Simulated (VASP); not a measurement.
# Hf in VASP: settings compared

Hf is run at these levels: PBEsol, PBE; tasks: single point.

All numbers are computed with VASP 6.6.1; they aren't measurements. Logs are shortened: lines on timing, memory, paths and dates and some standing lists are left out, and cuts for length are marked.

## Step 1: The cell of the first run

The cell holds a slab with vacuum, 4 atoms: a = 3.205 Å, b = 3.205 Å, c = 22.601 Å, α = 90.00°, β = 90.00°, γ = 120.00°.

## Step 2: Single point, PBEsol

Contents of INCAR:

```
  ALGO = Normal
  DIPOL = 0.5 0.5 0.500
  EDIFF = 1E-6
  ENCUT = 520
  GGA = PS
  IDIPOL = 3
  ISIF = 2
  ISMEAR = 0
  LASPH = True
  LCHARG = True
  LDIPOL = True
  LELF = True
  LREAL = False
  LVACPOTAV = True
  LVHAR = True
  LWAVE = False
  NBANDS = 28
  NELM = 80
  PREC = Accurate
  SIGMA = 0.1
```

Contents of KPOINTS:

```
k-points
0
Gamma
  12 12 1
```

Contents of POSCAR:

```
Hf
1.0
    3.2047644779      0.0000000000      0.0000000000
   -1.6023822390      2.7754074510      0.0000000000
    0.0000000000      0.0000000000     22.6013660601
Hf
4
Direct
    0.3333333333      0.6666666667      0.3318383491
    0.6666666667      0.3333333333      0.4439461164
    0.3333333333      0.6666666667      0.5560538836
    0.6666666667      0.3333333333      0.6681616509
```

Potentials or basis: VASP PAW PBE potentials, release 64 (Hf_pv).

Started as:

```bash
> cat potpaw_PBE.64/Hf_pv/POTCAR > POTCAR
> mpirun -np 1 vasp_std > vasp.out
```

OUTCAR:

```text
EDIFF = 1E-6
   ENCUT = 520
   GGA = PS
   ISIF = 2
   ISMEAR = 0
   LASPH = True
   LREAL = False
   NELM = 80
   PREC = Accurate

 ion  position               nearest neighbor table
   1  0.333  0.667  0.332-   2 3.14   2 3.14   2 3.14
   2  0.667  0.333  0.444-   3 3.14   3 3.14   3 3.14   1 3.14   1 3.14   1 3.14
   3  0.333  0.667  0.556-   2 3.14   2 3.14   2 3.14   4 3.14   4 3.14   4 3.14
   4  0.667  0.333  0.668-   3 3.14   3 3.14   3 3.14

  LATTYP: Found a hexagonal cell.
 ALAT       =     3.2047644779
 C/A-ratio  =     7.0524265405

  Lattice vectors:

 A1 = (   3.2047644779,   0.0000000000,   0.0000000000)
 A2 = (  -1.6023822390,   2.7754074510,   0.0000000000)
 A3 = (   0.0000000000,   0.0000000000,  22.6013660601)

Analysis of symmetry for initial positions (statically):
=====================================================================
 Subroutine PRICEL returns:
 Original cell was already a primitive cell.

 Routine SETGRP: Setting up the symmetry group for a
 hexagonal supercell.

 Subroutine GETGRP returns: Found 12 space group operations
 (whereof 12 operations were pure point group operations)
 out of a pool of 24 trial point group operations.

The static configuration has the point symmetry D_3d.

Analysis of symmetry for dynamics (positions and initial velocities):
=====================================================================
 Subroutine PRICEL returns:
 Original cell was already a primitive cell.

 Routine SETGRP: Setting up the symmetry group for a
 hexagonal supercell.

 Subroutine GETGRP returns: Found 12 space group operations
 (whereof 12 operations were pure point group operations)
 out of a pool of 24 trial point group operations.

The dynamic configuration has the point symmetry D_3d.

 Subroutine INISYM returns: Found 12 space group operations
 (whereof 12 operations are pure point group operations),
 and found     1 'primitive' translations

----------------------------------------------------------------------------------------

                                     Primitive cell

  volume of cell :     201.0285

  direct lattice vectors                    reciprocal lattice vectors
     3.204764478  0.000000000  0.000000000     0.312035411  0.180153728  0.000000000
    -1.602382239  2.775407451  0.000000000     0.000000000  0.360307457  0.000000000
     0.000000000  0.000000000 22.601366060     0.000000000  0.000000000  0.044245113

  length of vectors
     3.204764478  3.204764478 22.601366060     0.360307457  0.360307457  0.044245113

  position of ions in fractional coordinates (direct lattice)
     0.333333333  0.666666667  0.331838349
     0.666666667  0.333333333  0.443946116
     0.333333333  0.666666667  0.556053884
     0.666666667  0.333333333  0.668161651

  ion indices of the primitive-cell ions
   primitive index   ion index
                 1           1
                 2           2
                 3           3
                 4           4

----------------------------------------------------------------------------------------

 KPOINTS: k-points

Automatic generation of k-mesh.
 Grid dimensions read from file:
 generate k-points for:   12   12    1

 Generating k-lattice:

  Cartesian coordinates                     Fractional coordinates (reciprocal lattice)
     0.026002951  0.015012811  0.000000000     0.083333333 -0.000000000  0.000000000
     0.000000000  0.030025621  0.000000000     0.000000000  0.083333333  0.000000000
     0.000000000  0.000000000  0.044245113     0.000000000  0.000000000  1.000000000

  Length of vectors
     0.030025621  0.030025621  0.044245113

  Shift w.r.t. Gamma in fractional coordinates (k-lattice)
     0.000000000  0.000000000  0.000000000

 Subroutine IBZKPT returns following result:
 ===========================================

 Found     19 irreducible k-points:

 Following reciprocal coordinates:
            Coordinates               Weight
  0.000000  0.000000  0.000000      1.000000
  0.083333  0.000000  0.000000      6.000000
  0.166667 -0.000000  0.000000      6.000000
  0.250000  0.000000  0.000000      6.000000
  0.333333 -0.000000  0.000000      6.000000
  0.416667 -0.000000  0.000000      6.000000
[... 11 lines left out ...]
  0.333333  0.250000  0.000000     12.000000
  0.333333  0.333333  0.000000      2.000000
   k-points           NKPTS =     19   k-points in BZ     NKDIM =     19   number of bands    NBANDS=     28
   number of dos      NEDOS =    301   number of ions     NIONS =      4
   total plane-waves  NPLWV =  96768
   dimension x,y,z NGX =    24 NGY =   24 NGZ =  168
   dimension x,y,z NGXF=    48 NGYF=   48 NGZF=  336
   ions per type =               4
   NGX,Y,Z   is equivalent  to a cutoff of  12.45, 12.45, 12.36 a.u.
   NGXF,Y,Z  is equivalent  to a cutoff of  24.90, 24.90, 24.71 a.u.
 SYSTEM =  unknown system
   PREC   = accura    normal or accurate (medium, high low for compatibility)
   ISTART =      0    job   : 0-new  1-cont  2-samecut
   ICHARG =      2    charge: 1-file 2-atom 10-const
   ISPIN  =      1    spin polarized calculation?
   LNONCOLLINEAR =      F non collinear calculations
   LSORBIT =      F    spin-orbit coupling
   LASPH  =      T    aspherical Exc in radial PAW
   ENCUT  =  520.0 eV  38.22 Ry    6.18 a.u.   5.96  5.96 42.02*2*pi/ulx,y,z
   NELM   =     80;   NELMIN=  2; NELMDL= -5     # of ELM steps
   EDIFF  = 0.1E-05   stopping-criterion for ELM
   LREAL  =      F    real-space projection
   EDIFFG = 0.1E-04   stopping-criterion for IOM
   NSW    =      0    number of steps for IOM
   IBRION =     -1    ionic relax: 0-MD 1-quasi-New 2-CG
   NFREE  =      0    steps in history (QN), initial steepest desc. (CG)
   ISIF   =      2    stress and relaxation
   ISYM   =      2    0-nonsym 1-usesym 2-fastsym
   POTIM  = 0.5000    time-step for ionic-motion
   TEBEG  =    0.0;   TEEND  =   0.0 temperature during run
   PSTRESS=    0.0 pullay stress
   NELECT =      40.0000    total number of electrons
   NUPDOWN=      -1.0000    fix difference up-down
   EMIN   =  10.00;   EMAX   =-10.00  energy-range for DOS
   EFERMI =   0.00;   METHOD = LEGACY
   ISMEAR =     0;   SIGMA  =   0.10  broadening in eV -4-tet -1-fermi 0-gaus
   EFERMI_NEDOS =   21; number of points for ismear=-14 and -15
   IALGO  =     38    algorithm
   IMIX   =      4    mixing-type and parameters
     AMIX     =   0.40;   BMIX     =  1.00
     AMIX_MAG =   1.60;   BMIX_MAG =  1.00
  volume/ion in A,a.u.               =      50.26       339.15
  Fermi-wavevector in a.u.,A,eV,Ry     =   0.955746  1.806097 12.428237  0.913450
  Thomas-Fermi vector in A             =   2.084611
   LORBIT       =      0    0 simple, 1 ext, 2 COOP (PROOUT), +10 PAW based schemes
   GGA     = PS    functional components
   LHFCALC =     F    Hartree Fock is set to
   AEXX    =    0.0000 exact exchange contribution
   IVDW    =     0    specifies the selected vdW correction
   LEPSILON=     F    determine dielectric tensor
   LRPA    =     F    only Hartree local field effects (RPA)
 non-spin polarized calculation
 Gauss-broadening in eV      SIGMA  =   0.10
  energy-cutoff  :      520.00
  volume of cell :      201.03
 maximum number of plane-waves:      5454
 NGX is ok and might be reduce to    24
   NGX = 11   NGY = 11   NGZ = 85

 dipolmoment           0.000000      0.000000      0.000000 electrons x Angstroem

 number of electron      40.0000008 magnetization

 dipolmoment           0.000000      0.000000     -0.000000 electrons x Angstroem

 Free energy of the ion-electron system (eV)
  ---------------------------------------------------
  ext. energy  EPLUGINS =         0.00000000
  ---------------------------------------------------
  free energy    TOTEN  =       -39.67218206 eV

  energy without entropy =      -39.63117912  energy(sigma->0) =      -39.65168059

 E-fermi :  -0.2245     XC(G=0):  -6.0101

 val. band max:       -0.2410289975   @ k =   0.4167   0.1667   0.0000
 cond. band min:      -0.1934748865   @ k =   0.0000   0.0000   0.0000
 fundamental gap:      0.0475541109
 Fermi energy:        -0.2245464947

 k-point     1 :       0.0000    0.0000    0.0000
  band No.  band energies     occupation
      1     -31.3091      2.00000
      2     -31.2637      2.00000
      3     -30.7951      2.00000
      4     -30.7783      2.00000
      5     -30.7783      2.00000
      6     -30.7780      2.00000
[... 20 lines left out ...]
     27       1.1376      0.00000
     28       1.5765      0.00000

 k-point     2 :       0.0833    0.0000    0.0000
  band No.  band energies     occupation
      1     -31.2986      2.00000
      2     -31.2578      2.00000
      3     -30.8374      2.00000
      4     -30.8178      2.00000
      5     -30.7873      2.00000
      6     -30.7869      2.00000
[... 20 lines left out ...]
     27       1.3024      0.00000
     28       1.4668      0.00000

 k-point     3 :       0.1667   -0.0000    0.0000
  band No.  band energies     occupation
      1     -31.2704      2.00000
      2     -31.2423      2.00000
      3     -30.9387      2.00000
      4     -30.9227      2.00000
      5     -30.8117      2.00000
      6     -30.8111      2.00000
[... 20 lines left out ...]
     27       1.5545      0.00000
     28       1.7873      0.00000

 k-point     4 :       0.2500    0.0000    0.0000
  band No.  band energies     occupation
      1     -31.2340      2.00000
      2     -31.2236      2.00000
      3     -31.0718      2.00000
      4     -31.0606      2.00000
      5     -30.8447      2.00000
      6     -30.8440      2.00000
[... 20 lines left out ...]
     27       1.9745      0.00000
     28       2.2723      0.00000

 k-point     5 :       0.3333   -0.0000    0.0000
  band No.  band energies     occupation
      1     -31.2235      2.00000
      2     -31.2161      2.00000
      3     -31.1873      2.00000
      4     -31.1813      2.00000
      5     -30.8776      2.00000
      6     -30.8765      2.00000
[... 20 lines left out ...]
     27       2.5464      0.00000
     28       2.6111      0.00000

 k-point     6 :       0.4167   -0.0000    0.0000
  band No.  band energies     occupation
      1     -31.3035      2.00000
      2     -31.2943      2.00000
      3     -31.2016      2.00000
      4     -31.1788      2.00000
      5     -30.9015      2.00000
      6     -30.9002      2.00000
[... 308 lines left out ...]
      5     -31.0043      2.00000
      6     -31.0017      2.00000
[... 20 lines left out ...]
     27       2.6469      0.00000
     28       3.4747      0.00000

 k-point    17 :       0.2500    0.2500    0.0000
  band No.  band energies     occupation
      1     -31.2346      2.00000
      2     -31.2332      2.00000
      3     -31.1767      2.00000
      4     -31.1669      2.00000
      5     -31.0319      2.00000
      6     -31.0201      2.00000
[... 20 lines left out ...]
     27       2.4593      0.00000
     28       2.9045      0.00000

 k-point    18 :       0.3333    0.2500    0.0000
  band No.  band energies     occupation
      1     -31.2382      2.00000
      2     -31.2354      2.00000
      3     -31.1704      2.00000
      4     -31.1610      2.00000
      5     -31.0826      2.00000
      6     -31.0778      2.00000
[... 20 lines left out ...]
     27       2.5541      0.00000
     28       3.3401      0.00000

 k-point    19 :       0.3333    0.3333    0.0000
  band No.  band energies     occupation
      1     -31.1815      2.00000
      2     -31.1815      2.00000
      3     -31.1623      2.00000
      4     -31.1593      2.00000
      5     -31.1578      2.00000
      6     -31.1578      2.00000
[... 20 lines left out ...]
     27       2.6300      0.00000
     28       3.4984      0.00000

------------------------ aborting loop because EDIFF is reached ----------------------------------------

  FORCE on cell =-STRESS in cart. coord.  units (eV):
  Direction    XX          YY          ZZ          XY          YZ          ZX
  --------------------------------------------------------------------------------------
  -------------------------------------------------------------------------------------
  Total       -4.8804193     -4.8804193     -4.6619579      0.0000000      0.0000000      0.0000000
  in kB      -38.8964674    -38.8964674    -37.1553517      0.0000000      0.0000000      0.0000000
  external PRESSURE =     -38.3160955 kB  Pullay stress =       0.0000000 kB

 VOLUME and BASIS-vectors are now :
 -----------------------------------------------------------------------------
  energy-cutoff  :      520.00
  volume of cell :      201.03
      direct lattice vectors                 reciprocal lattice vectors
     3.204764478  0.000000000  0.000000000     0.312035411  0.180153728  0.000000000
    -1.602382239  2.775407451  0.000000000     0.000000000  0.360307457  0.000000000
     0.000000000  0.000000000 22.601366060     0.000000000  0.000000000  0.044245113

 POSITION                                       TOTAL-FORCE (eV/Angst)
 -----------------------------------------------------------------------------------
     -0.00000      1.85027      7.50000        -0.000000      0.000000      0.898912
      1.60238      0.92514     10.03379         0.000000     -0.000000     -0.861974
     -0.00000      1.85027     12.56758        -0.000000      0.000000      0.861974
      1.60238      0.92514     15.10137         0.000000      0.000000     -0.898912
 -----------------------------------------------------------------------------------
    total drift:                                0.000000     -0.000000      0.000000

  FREE ENERGIE OF THE ION-ELECTRON SYSTEM (eV)
  ---------------------------------------------------
  free  energy   TOTEN  =       -39.6721820613 eV

  energy  without entropy=      -39.6311791235  energy(sigma->0) =      -39.65168059

 vacuum level on the upper side and lower side of the slab         4.243         4.243
```

Run time: 1.8 min. Hardware: 1 thread of AMD EPYC 9R45 (Zen 5), shared host; peak memory 0.3 GiB.

What came out:

| Item | Value |
| --- | --- |
| Free energy | -39.6722 eV |
| Largest force | 0.899 eV/Å |
| Band gap on the k mesh | zero (bands 20 and 21 overlap by 1.00 eV) |

Forces on the atoms (eV/Å):
```
Hf   0.000  0.000  0.899
Hf   0.000  0.000 -0.862
Hf   0.000  0.000  0.862
Hf   0.000  0.000 -0.899
```

Caveat: the PAW data sets were made with another functional, which shifts forces and pressure a little; spin-orbit coupling is left out, which moves the levels of the heavy elements.

## Step 3: Single point, PBE

Contents of INCAR:

```
  PREC = Accurate
  ENCUT = 520
  EDIFF = 1E-6
  ISMEAR = 0
  SIGMA = 0.5
  LREAL = False
  LASPH = True
  NELM = 100
  ALGO = Normal
  ISIF = 2
  LWAVE = False
  LCHARG = True
  LDIPOL = True
  IDIPOL = 3
  DIPOL = 0.5 0.5 0.500
  GGA = PE
  LELF = True
  LVHAR = True
  LVACPOTAV = True
  NBANDS = 28
```

Contents of KPOINTS:

```
Automatic mesh
0
Gamma
  12 12 1
```

POSCAR is that of step 2.

Potentials or basis: VASP PAW PBE potentials, release 64 (Hf_pv).

Started as:

```bash
> cat potpaw_PBE.64/Hf_pv/POTCAR > POTCAR
> mpirun -np 1 vasp_std > vasp.out
```

Wall time 1.7 min (1 thread of AMD EPYC 9R45 (Zen 5), shared host); peak memory 0.3 GiB.

The run converged. Its results:

- Free energy: -38.0243 eV
- Largest force: 0.693 eV/Å
- Band gap on the k mesh: zero (bands 20 and 21 overlap by 0.96 eV)

Forces on the atoms (eV/Å):
```
Hf   0.000  0.000  0.490
Hf   0.000  0.000 -0.693
Hf   0.000  0.000  0.693
Hf   0.000  0.000 -0.490
```

Levels at points of the mesh, in eV from the Fermi level:
```
           k point  band 18  band 19  band 20  band 21  band 22  band 23
(0.00, 0.00, 0.00)     0.03     0.52     0.55     1.16     1.16     1.20
(0.50, 0.00, 0.00)    -1.19    -0.95     0.13     0.51     1.18     1.23
```

Caveat: so wide a smearing shifts energies and pressures; spin-orbit coupling is left out, which moves the levels of the heavy elements.

(Part 1 of 2 ends here.)

The gap in the log of VASP goes by the Fermi energy; the results here count the filled bands.